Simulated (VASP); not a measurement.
# NaCl in VASP: single point with PBEsol

Aim: the single point of NaCl with PBEsol.

All numbers are computed with VASP 6.6.1; they aren't measurements. Logs are shortened: lines on timing, memory, paths and dates and some standing lists are left out, and cuts for length are marked.

**1. The cell of the first run**

The typed cell holds 8 atoms: a = 4.725 Å, b = 9.441 Å, c = 5.562 Å, α = 90.00°, β = 90.00°, γ = 119.97°.

**2. Single point, PBEsol**

File INCAR:

```
SYSTEM = NaCl
ALGO     = Normal         ! electronic algorithm
EDIFF    = 1E-6           ! SCF threshold, eV
ENCUT    = 520            ! plane-wave cutoff, eV
GGA      = PS             ! functional
ISIF     = 2              ! what is computed and relaxed
ISMEAR   = -1             ! smearing method
LASPH    = .True.         ! aspherical terms in the spheres
LCHARG   = .True.         ! write CHGCAR
LELF     = .True.         ! ELF
LREAL    = .False.        ! projectors in reciprocal space
LVHAR    = .True.       
LWAVE    = .False.        ! write WAVECAR
NBANDS   = 38             ! bands
NELM     = 60             ! most SCF steps
PREC     = Accurate       ! precision mode
SIGMA    = 0.05           ! smearing width, eV
```

File KPOINTS:

```
k-points
0
Gamma
  4 4 4
  0 0 0
```

File POSCAR:

```
NaCl
1.0
    4.7252033344      0.0025097351      0.0000554199
   -4.7207960072      8.1762700905     -0.0003831214
    0.0000824828     -0.0002182575      5.5623037406
Na Cl
4 4
Direct
    0.3355698486      0.3332059764      0.2500740677
    0.6693777860      0.1666702273      0.7502113475
    0.3353690650      0.8332025996      0.2500980267
    0.6692104346      0.6666719410      0.7501636186
    0.6693751651      0.1667176222      0.2500894401
    0.3355847037      0.3332272037      0.7500796691
    0.6692568449      0.6667037233      0.2502589035
    0.3353732099      0.8332193779      0.7501679656
```

Potentials or basis: VASP PAW PBE potentials, release 64 (Na_pv, Cl).

Started as:

```sh
cat potpaw_PBE.64/Na_pv/POTCAR potpaw_PBE.64/Cl/POTCAR > POTCAR
mpirun -np 1 vasp_std > vasp.out
```

OUTCAR:

```text
SYSTEM = NaCl
   EDIFF = 1E-6
   ENCUT = 520
   GGA = PS
   ISIF = 2
   ISMEAR = -1
   LASPH = .True.
   LREAL = .False.
   NELM = 60
   PREC = Accurate

 ion  position               nearest neighbor table
   1  0.336  0.333  0.250-   5 2.73   5 2.73   7 2.73
   2  0.669  0.167  0.750-   6 2.73   8 2.73   6 2.73
   3  0.335  0.833  0.250-   7 2.73   7 2.73   5 2.73
   4  0.669  0.667  0.750-   8 2.73   6 2.73   8 2.73
   5  0.669  0.167  0.250-   1 2.73   1 2.73   3 2.73
   6  0.336  0.333  0.750-   2 2.73   4 2.73   2 2.73
   7  0.669  0.667  0.250-   3 2.73   3 2.73   1 2.73
   8  0.335  0.833  0.750-   4 2.73   2 2.73   4 2.73

  LATTYP: Found a triclinic cell.
 ALAT       =     9.4412556199
 B/A-ratio  =     0.5004847016
 C/A-ratio  =     0.5891487287
 COS(alpha) =     0.0000265366
 COS(beta)  =     0.0000819755
 COS(gamma) =     0.4995577716

  Lattice vectors:

 A1 = (   4.7207960072,  -8.1762700905,   0.0003831214)
 A2 = (   4.7252033344,   0.0025097351,   0.0000554199)
 A3 = (   0.0000824828,  -0.0002182575,   5.5623037406)

Analysis of symmetry for initial positions (statically):
=====================================================================
 Subroutine PRICEL returns:
 Original cell was already a primitive cell.

 Routine SETGRP: Setting up the symmetry group for a
 triclinic supercell.

 Subroutine GETGRP returns: Found  1 space group operations
 (whereof  1 operations were pure point group operations)
 out of a pool of  2 trial point group operations.

The static configuration has the point symmetry C_1 .

Analysis of symmetry for dynamics (positions and initial velocities):
=====================================================================
 Subroutine PRICEL returns:
 Original cell was already a primitive cell.

 Routine SETGRP: Setting up the symmetry group for a
 triclinic supercell.

 Subroutine GETGRP returns: Found  1 space group operations
 (whereof  1 operations were pure point group operations)
 out of a pool of  2 trial point group operations.

The dynamic configuration has the point symmetry C_1 .

 Subroutine INISYM returns: Found  1 space group operations
 (whereof  1 operations are pure point group operations),
 and found     1 'primitive' translations

----------------------------------------------------------------------------------------

                                     Primitive cell

  volume of cell :     214.9629

  direct lattice vectors                    reciprocal lattice vectors
     4.725203334  0.002509735  0.000055420     0.211566224  0.122153620  0.000001656
    -4.720796007  8.176270090 -0.000383121    -0.000064941  0.122267662  0.000004799
     0.000082483 -0.000218258  5.562303741    -0.000002112  0.000007204  0.179781624

  length of vectors
     4.725204001  9.441255620  5.562303745     0.244298534  0.122267679  0.179781625

  position of ions in fractional coordinates (direct lattice)
     0.335569849  0.333205976  0.250074068
     0.669377786  0.166670227  0.750211347
     0.335369065  0.833202600  0.250098027
     0.669210435  0.666671941  0.750163619
     0.669375165  0.166717622  0.250089440
     0.335584704  0.333227204  0.750079669
     0.669256845  0.666703723  0.250258903
     0.335373210  0.833219378  0.750167966

  ion indices of the primitive-cell ions
   primitive index   ion index
                 1           1
                 2           2
                 3           3
                 4           4
                 5           5
                 6           6
                 7           7
                 8           8

----------------------------------------------------------------------------------------

 KPOINTS: k-points

Automatic generation of k-mesh.
 Grid dimensions read from file:
 generate k-points for:    4    4    4

 Generating k-lattice:

  Cartesian coordinates                     Fractional coordinates (reciprocal lattice)
     0.052891556  0.030538405  0.000000414     0.250000000  0.000000000  0.000000000
    -0.000016235  0.030566916  0.000001200    -0.000000000  0.250000000  0.000000000
    -0.000000528  0.000001801  0.044945406     0.000000000  0.000000000  0.250000000

  Length of vectors
     0.061074634  0.030566920  0.044945406

  Shift w.r.t. Gamma in fractional coordinates (k-lattice)
     0.000000000  0.000000000  0.000000000

 Subroutine IBZKPT returns following result:
 ===========================================

 Found     36 irreducible k-points:

 Following reciprocal coordinates:
            Coordinates               Weight
  0.000000  0.000000  0.000000      1.000000
  0.250000 -0.000000  0.000000      2.000000
  0.500000 -0.000000  0.000000      1.000000
  0.000000  0.250000  0.000000      2.000000
  0.250000  0.250000  0.000000      2.000000
  0.500000  0.250000  0.000000      2.000000
[... 16 lines left out ...]
 -0.000000 -0.250000  0.250000      2.000000
  0.250000 -0.250000  0.250000      2.000000
 [... further k-points ...]
   k-points           NKPTS =     36   k-points in BZ     NKDIM =     36   number of bands    NBANDS=     38
   number of dos      NEDOS =    301   number of ions     NIONS =      8
   total plane-waves  NPLWV = 105840
   dimension x,y,z NGX =    36 NGY =   70 NGZ =   42
   dimension x,y,z NGXF=    72 NGYF=  140 NGZF=   84
   ions per type =               4   4
   NGX,Y,Z   is equivalent  to a cutoff of  12.67, 12.33, 12.55 a.u.
   NGXF,Y,Z  is equivalent  to a cutoff of  25.33, 24.65, 25.11 a.u.
 SYSTEM =  NaCl
   PREC   = accura    normal or accurate (medium, high low for compatibility)
   ISTART =      0    job   : 0-new  1-cont  2-samecut
   ICHARG =      2    charge: 1-file 2-atom 10-const
   ISPIN  =      1    spin polarized calculation?
   LNONCOLLINEAR =      F non collinear calculations
   LSORBIT =      F    spin-orbit coupling
   LASPH  =      T    aspherical Exc in radial PAW
   ENCUT  =  520.0 eV  38.22 Ry    6.18 a.u.   8.79 17.55 10.34*2*pi/ulx,y,z
   NELM   =     60;   NELMIN=  2; NELMDL= -5     # of ELM steps
   EDIFF  = 0.1E-05   stopping-criterion for ELM
   LREAL  =      F    real-space projection
   EDIFFG = 0.1E-04   stopping-criterion for IOM
   NSW    =      0    number of steps for IOM
   IBRION =     -1    ionic relax: 0-MD 1-quasi-New 2-CG
   NFREE  =      0    steps in history (QN), initial steepest desc. (CG)
   ISIF   =      2    stress and relaxation
   ISYM   =      2    0-nonsym 1-usesym 2-fastsym
   POTIM  = 0.5000    time-step for ionic-motion
   TEBEG  =    0.0;   TEEND  =   0.0 temperature during run
   PSTRESS=    0.0 pullay stress
   NELECT =      56.0000    total number of electrons
   NUPDOWN=      -1.0000    fix difference up-down
   EMIN   =  10.00;   EMAX   =-10.00  energy-range for DOS
   EFERMI =   0.00;   METHOD = LEGACY
   ISMEAR =    -1;   SIGMA  =   0.05  broadening in eV -4-tet -1-fermi 0-gaus
   EFERMI_NEDOS =   21; number of points for ismear=-14 and -15
   IALGO  =     38    algorithm
   IMIX   =      4    mixing-type and parameters
     AMIX     =   0.40;   BMIX     =  1.00
     AMIX_MAG =   1.60;   BMIX_MAG =  1.00
  volume/ion in A,a.u.               =      26.87       181.33
  Fermi-wavevector in a.u.,A,eV,Ry     =   1.045562  1.975825 14.873877  1.093199
  Thomas-Fermi vector in A             =   2.180363
   LORBIT       =      0    0 simple, 1 ext, 2 COOP (PROOUT), +10 PAW based schemes
   GGA     = PS    functional components
   LHFCALC =     F    Hartree Fock is set to
   AEXX    =    0.0000 exact exchange contribution
   IVDW    =     0    specifies the selected vdW correction
   LEPSILON=     F    determine dielectric tensor
   LRPA    =     F    only Hartree local field effects (RPA)
 non-spin polarized calculation
  energy-cutoff  :      520.00
  volume of cell :      214.96
 maximum number of plane-waves:      5843
   NGX = 17   NGY = 35   NGZ = 21

 number of electron      56.0000002 magnetization

 Free energy of the ion-electron system (eV)
  ---------------------------------------------------
  ext. energy  EPLUGINS =         0.00000000
  ---------------------------------------------------
  free energy    TOTEN  =       -27.61061049 eV

  energy without entropy =      -27.61061049  energy(sigma->0) =      -27.61061049

 E-fermi :  -0.5908     XC(G=0):  -7.3374

 val. band max:       -1.7259995215   @ k =   0.0000   0.0000   0.0000
 cond. band min:       3.0041413716   @ k =   0.0000   0.0000   0.0000
 fundamental gap:      4.7301408930
 Fermi energy:        -0.5907712484

 k-point     1 :       0.0000    0.0000    0.0000
  band No.  band energies     occupation
      1     -22.4456      2.00000
      2     -22.4421      2.00000
      3     -22.4403      2.00000
      4     -22.4400      2.00000
      5     -22.4398      2.00000
      6     -22.4393      2.00000
[... 30 lines left out ...]
     37       7.9833      0.00000
     38       9.0328      0.00000

 k-point     2 :       0.2500   -0.0000    0.0000
  band No.  band energies     occupation
      1     -22.4439      2.00000
      2     -22.4435      2.00000
      3     -22.4427      2.00000
      4     -22.4411      2.00000
      5     -22.4402      2.00000
      6     -22.4365      2.00000
[... 30 lines left out ...]
     37       8.3911      0.00000
     38       8.5792      0.00000

 k-point     3 :       0.5000   -0.0000    0.0000
  band No.  band energies     occupation
      1     -22.4456      2.00000
      2     -22.4455      2.00000
      3     -22.4422      2.00000
      4     -22.4421      2.00000
      5     -22.4403      2.00000
      6     -22.4402      2.00000
[... 30 lines left out ...]
     37       7.9581      0.00000
[... 781 lines left out ...]
 k-point    23 :      -0.0000   -0.2500    0.2500
  band No.  band energies     occupation
      1     -22.4485      2.00000
      2     -22.4438      2.00000
      3     -22.4420      2.00000
      4     -22.4403      2.00000
      5     -22.4389      2.00000
      6     -22.4351      2.00000
[... 30 lines left out ...]
     37       7.9032      0.00000
     38       8.2778      0.00000

 k-point    24 :       0.2500   -0.2500    0.2500
  band No.  band energies     occupation
      1     -22.4484      2.00000
      2     -22.4470      2.00000
      3     -22.4447      2.00000
      4     -22.4419      2.00000
      5     -22.4398      2.00000
      6     -22.4381      2.00000
[... 30 lines left out ...]
     37       8.1533      0.00000
     38       8.3727      0.00000

 [... further k-points ...]

------------------------ aborting loop because EDIFF is reached ----------------------------------------

  FORCE on cell =-STRESS in cart. coord.  units (eV):
  Direction    XX          YY          ZZ          XY          YZ          ZX
  --------------------------------------------------------------------------------------
  -------------------------------------------------------------------------------------
  Total        0.0253831      0.0223959      0.0344675     -0.0000761      0.0009998     -0.0003692
  in kB        0.1891872      0.1669227      0.2568954     -0.0005670      0.0074519     -0.0027514
  external PRESSURE =       0.2043351 kB  Pullay stress =       0.0000000 kB

 VOLUME and BASIS-vectors are now :
 -----------------------------------------------------------------------------
  energy-cutoff  :      520.00
  volume of cell :      214.96
      direct lattice vectors                 reciprocal lattice vectors
     4.725203334  0.002509735  0.000055420     0.211566224  0.122153620  0.000001656
    -4.720796007  8.176270090 -0.000383121    -0.000064941  0.122267662  0.000004799
     0.000082483 -0.000218258  5.562303741    -0.000002112  0.000007204  0.179781624

 POSITION                                       TOTAL-FORCE (eV/Angst)
 -----------------------------------------------------------------------------------
      0.01266      2.72517      1.39088        -0.000130      0.000671      0.000361
      2.37619      1.36426      4.17288        -0.000616     -0.000084     -0.001298
     -2.34867      6.81328      1.39082         0.000589      0.000763      0.000792
      0.01500      5.45241      4.17242        -0.000762     -0.000175      0.000513
      2.37591      1.36475      1.39105         0.000393     -0.000882      0.001030
      0.01267      2.72523      4.17206         0.000203     -0.000025      0.000457
      0.01502      5.45277      1.39180        -0.000536     -0.000569     -0.001573
     -2.34869      6.81330      4.17236         0.000859      0.000300     -0.000282
 -----------------------------------------------------------------------------------
    total drift:                               -0.001121     -0.001234      0.000157

  FREE ENERGIE OF THE ION-ELECTRON SYSTEM (eV)
  ---------------------------------------------------
  free  energy   TOTEN  =       -27.6106104935 eV

  energy  without entropy=      -27.6106104934  energy(sigma->0) =      -27.61061049
```

Wall time 4.5 min (1 thread of Intel Xeon Platinum 8488C (Sapphire Rapids), shared host); peak memory 0.42 GiB.

What came out:

```yaml
Free_energy: -27.6106 eV
Pressure: 0.0 GPa
Band_gap_on_the_k_mesh: 4.73 eV
```

Caveat: the PAW data sets were made with another functional, which shifts forces and pressure a little. A k mesh can miss the band edges.
